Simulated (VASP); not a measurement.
Input of a VASP 6.6.1 run:

Contents of POSCAR:

```
SnS2
1.0
    3.6607574624      0.0000000000      0.0000000000
   -1.8303787312      3.1703089595      0.0000000000
    0.0000000000      0.0000000000      5.9618049176
Sn S
1 2
Direct
    0.0000000000      0.0000000000      0.0000000000
    0.3333333333      0.6666666667      0.2455903383
    0.6666666667      0.3333333333      0.7544096617
```

Contents of INCAR.step1:

```
SYSTEM = SnS2
ALGO = Normal
EDIFF = 1E-5
ENCUT = 400
GGA = PE
GGA_COMPAT = .False.
ISIF = 2
ISMEAR = 0
LASPH = .True.
LCHARG = .False.
LREAL = .False.
LWAVE = .True.
NBANDS = 20
NELM = 120
PREC = Accurate
SIGMA = 0.01
```

The input INCAR.step2:

```
SYSTEM = SnS2
AEXX = 0.4
ALGO = Normal
EDIFF = 1E-6
ENCUT = 400
GGA = PE
GGA_COMPAT = .False.
HFSCREEN = 0.5
ISIF = 2
ISMEAR = 0
ISTART = 1
LASPH = .True.
LCHARG = .False.
LHFCALC = .True.
LREAL = .False.
LWAVE = .False.
NBANDS = 20
NELM = 120
PREC = Accurate
PRECFOCK = Normal
SIGMA = 0.01
```

Contents of KPOINTS:

```
k-points
0
Gamma
  6 6 2
  0 0 0
```

Potentials or basis: VASP PAW PBE potentials, release 64 (Sn_d, S).

The run is started by

```sh
$ cat potpaw_PBE.64/Sn_d/POTCAR potpaw_PBE.64/S/POTCAR > POTCAR
$ cp INCAR.step1 INCAR
$ mpirun -np 1 vasp_std > vasp.out
$ cp INCAR.step2 INCAR
$ mpirun -np 1 vasp_std > vasp.out
```

Question: What does it give for the largest force?

Answer: 0.297 eV/Å.

Question: Estimate the pressure.

Answer: -0.5 GPa.

Question: Predict the band gap on the k mesh.

Answer: 2.21 eV (least direct gap 2.60 eV).

Stress tensor (GPa, compression positive):
```
-0.46  0.00  0.00
 0.00 -0.46  0.00
 0.00  0.00 -0.63
```

Caveat: the k points lie up to 0.53 Å⁻¹ apart; the PAW data sets were made with another functional, which shifts forces and pressure a little; spin-orbit coupling is left out, which moves the levels of the heavy elements. A k mesh can miss the band edges.
